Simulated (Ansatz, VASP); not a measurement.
Sb2S3 in VASP and in Ansatz

The input INCAR:

```
PREC = Accurate ; ENCUT = 500
EDIFF = 1E-6 ; ISMEAR = -1
SIGMA = 0.02 ; LREAL = False
LASPH = True ; NELM = 120
ALGO = Normal ; ISIF = 2
LWAVE = False ; LCHARG = True
GGA = PE ; LELF = True
LVHAR = True ; NBANDS = 72
GGA_COMPAT = False
```

File KPOINTS:

```
regular mesh
0
Gamma
  2 6 2
```

POSCAR

```
Sb2S3
1.0
   11.4742503611      0.0000000000      0.0000000000
    0.0000000000      3.8416509770      0.0000000000
    0.0000000000      0.0000000000     11.2061015322
Sb S
8 12
Direct
    0.8524507075      0.7500000000      0.4651344503
    0.1475492925      0.2500000000      0.5348655497
    0.6475492925      0.2500000000      0.9651344503
    0.3524507075      0.7500000000      0.0348655497
    0.9711746733      0.2500000000      0.1734027053
    0.0288253267      0.7500000000      0.8265972947
    0.5288253267      0.7500000000      0.6734027053
    0.4711746733      0.2500000000      0.3265972947
    0.8759922947      0.7500000000      0.0609187025
    0.1240077053      0.2500000000      0.9390812975
    0.6240077053      0.2500000000      0.5609187025
    0.3759922947      0.7500000000      0.4390812975
    0.0495693771      0.7500000000      0.3774422728
    0.9504306229      0.2500000000      0.6225577272
    0.4504306229      0.2500000000      0.8774422728
    0.5495693771      0.7500000000      0.1225577272
    0.2952777587      0.2500000000      0.1909133329
    0.7047222413      0.7500000000      0.8090866671
    0.2047222413      0.7500000000      0.6909133329
    0.7952777587      0.2500000000      0.3090866671
```

Input for Ansatz:

```yaml
crystal:
  lattice:
    - [11.4742503611, 0.0, 0.0]
    - [0.0, 3.841650977, 0.0]
    - [0.0, 0.0, 11.2061015322]
  atoms:
    - { symbol: Sb, position: [0.8524507075, 0.75, 0.4651344503] }
    - { symbol: Sb, position: [0.1475492925, 0.25, 0.5348655497] }
    - { symbol: Sb, position: [0.6475492925, 0.25, 0.9651344503] }
    - { symbol: Sb, position: [0.3524507075, 0.75, 0.0348655497] }
    - { symbol: Sb, position: [0.9711746733, 0.25, 0.1734027053] }
    - { symbol: Sb, position: [0.0288253267, 0.75, 0.8265972947] }
    - { symbol: Sb, position: [0.5288253267, 0.75, 0.6734027053] }
    - { symbol: Sb, position: [0.4711746733, 0.25, 0.3265972947] }
    - { symbol: S, position: [0.8759922947, 0.75, 0.0609187025] }
    - { symbol: S, position: [0.1240077053, 0.25, 0.9390812975] }
    - { symbol: S, position: [0.6240077053, 0.25, 0.5609187025] }
    - { symbol: S, position: [0.3759922947, 0.75, 0.4390812975] }
    - { symbol: S, position: [0.0495693771, 0.75, 0.3774422728] }
    - { symbol: S, position: [0.9504306229, 0.25, 0.6225577272] }
    - { symbol: S, position: [0.4504306229, 0.25, 0.8774422728] }
    - { symbol: S, position: [0.5495693771, 0.75, 0.1225577272] }
    - { symbol: S, position: [0.2952777587, 0.25, 0.1909133329] }
    - { symbol: S, position: [0.7047222413, 0.75, 0.8090866671] }
    - { symbol: S, position: [0.2047222413, 0.75, 0.6909133329] }
    - { symbol: S, position: [0.7952777587, 0.25, 0.3090866671] }
kpoints:
  mp_grid: { grid: [2, 6, 2] }
  band_path:
    path:
      - [[0.0, 0.0, 0.0], [0.5, 0.0, 0.0], [0.5, 0.5, 0.0], [0.0, 0.5, 0.0], [0.0, 0.0, 0.0], [0.0, 0.0, 0.5], [0.5, 0.0, 0.5], [0.5, 0.5, 0.5], [0.0, 0.5, 0.5], [0.0, 0.0, 0.5]]
      - [[0.5, 0.0, 0.0], [0.5, 0.0, 0.5]]
      - [[0.0, 0.5, 0.0], [0.0, 0.5, 0.5]]
      - [[0.5, 0.5, 0.0], [0.5, 0.5, 0.5]]
    npoints: 10
hamiltonian:
  xc: pbe
scf:
  occupations: { method: fermi_dirac, width: 0.02 }
  n_extra_bands: 9
output:
  forces: true
  stress: true
  eigenvalues: true
  write_density: true
  write_potential: true
  elf: true
  volumetric_format: npy
```

Alike in both runs: task single point; functional PBE; k mesh 2 × 6 × 2; occupations fermi-dirac, width 0.02 eV; no spin polarisation.

```csv
,VASP,Ansatz
version,VASP 6.6.1,Ansatz 0.2.0
potentials or method,"VASP PAW PBE potentials, release 64 (Sb, S)","plane waves, PAW"
plane-wave cutoff (eV),500,420
valence electrons in the cell,112,192
```

|  | VASP | Ansatz | Ansatz less VASP |
| --- | --- | --- | --- |
| gap on the k mesh at the Fermi level (eV) | 1.29 | 1.31 | +0.023 |
| pressure (GPa) | 2.0 | 2.1 | +0.10 |
| traceless stress, the component that is largest in VASP (GPa) | 0.25 | 0.21 | -0.046 |
| rms of the force components (eV/Å) | 0.125 | 0.120 | -0.0055 |

Atom by atom the forces differ by 0.007 eV/Å (rms over components). VASP's potentials hold 112 valence electrons a cell and Ansatz's 192, so a difference there can come from the potentials and not from the codes.

Spin-orbit coupling is off throughout.
